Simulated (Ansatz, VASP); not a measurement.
One calculation of BN, two programs

Contents of INCAR:

```
ALGO = Normal ; EDIFF = 1E-6
ENCUT = 520 ; GGA = PE
ISIF = 2 ; ISMEAR = -1
LASPH = T ; LCHARG = F
LREAL = F ; LWAVE = F
NBANDS = 11 ; NELM = 100
PREC = Accurate ; SIGMA = 0.02
```

KPOINTS

```
k-points
0
Gamma
  12 12 12
```

File POSCAR:

```
BN
1.0
    0.0000000000      1.6759929025      1.6759929025
    1.6759929025      0.0000000000      1.6759929025
    1.6759929025      1.6759929025      0.0000000000
B N
1 1
Direct
    0.0000000000      0.0000000000      0.0000000000
    0.5000000000      0.5000000000      0.5000000000
```

Input for Ansatz:

```yaml
crystal:
  lattice:
    - [0.0, 1.6759929025, 1.6759929025]
    - [1.6759929025, 0.0, 1.6759929025]
    - [1.6759929025, 1.6759929025, 0.0]
  atoms:
    - { symbol: B, position: [0.0, 0.0, 0.0] }
    - { symbol: "N", position: [0.5, 0.5, 0.5] }
kpoints:
  mp_grid: { grid: [12, 12, 12] }
  band_path:
    path:
      - [0.0, 0.0, 0.0]
      - [0.5, 0.0, 0.5]
      - [0.625, 0.25, 0.625]
      - [0.375, 0.375, 0.75]
      - [0.5, 0.5, 0.5]
      - [0.5, 0.25, 0.75]
      - [0.0, 0.165365, -0.165365]
      - [0.0, 0.5, 0.5]
    npoints: 1
hamiltonian:
  xc: pbe
scf:
  occupations: { method: fermi_dirac, width: 0.02 }
  n_extra_bands: 4
output:
  forces: true
  stress: true
  eigenvalues: true
```

Change from the starting cell: hydrostatic strain -4.0%.

Alike in both runs: task single point; functional PBE; k mesh 12 × 12 × 12; occupations fermi-dirac, width 0.02 eV; no spin polarisation.

|  | VASP | Ansatz |
| --- | --- | --- |
| version | VASP 6.6.1 | Ansatz 0.2.0 |
| potentials or method | VASP PAW PBE potentials, release 64 (B, N) | plane waves, PAW |
| plane-wave cutoff (eV) | 520 | 420 |
| valence electrons in the cell | 8 | 8 |

```csv
,VASP,Ansatz,Ansatz less VASP
gap on the k mesh at the Fermi level (eV),2.16,2.17,+0.008
pressure (GPa),65.3,64.9,-0.35
```

Both programs put the cell under a high pressure, so it lies far from rest at this level.

Noted on VASP's run: the cell as given lies far from equilibrium.
